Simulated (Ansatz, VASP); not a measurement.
# BP in VASP and in Ansatz

```xyz
2
Lattice="0.0000 2.2009 2.2690 2.2009 0.0000 2.2690 2.2009 2.2009 0.0000" Properties=species:S:1:pos:R:3 pbc="T T T"
B     0.0000    0.0000    0.0000
P     3.3014    3.3014    3.4035
```

Change from the starting cell: equal xx and yy strain of -3 %.

Alike in both runs: task single point; functional LDA; k mesh 15 × 15 × 15; occupations fermi-dirac, width 0.05 eV; no spin polarisation.

```csv
,VASP,Ansatz
version,VASP 6.6.1,Ansatz 0.2.0
potentials or method,"VASP PAW LDA potentials, release 64 (B, P), cutoff 520 eV","all-electron LAPW, scalar-relativistic"
```

```csv
,VASP,Ansatz,Ansatz less VASP
pressure (GPa),5.3,5.4,+0.12
"traceless stress, the component that is largest in VASP (GPa)",-5.95,-5.94,+0.004
```

LDA's correlation is that of Perdew and Zunger in VASP and of Perdew and Wang (1992) in Ansatz. Ansatz ran all-electron here, and VASP with PAW potentials.
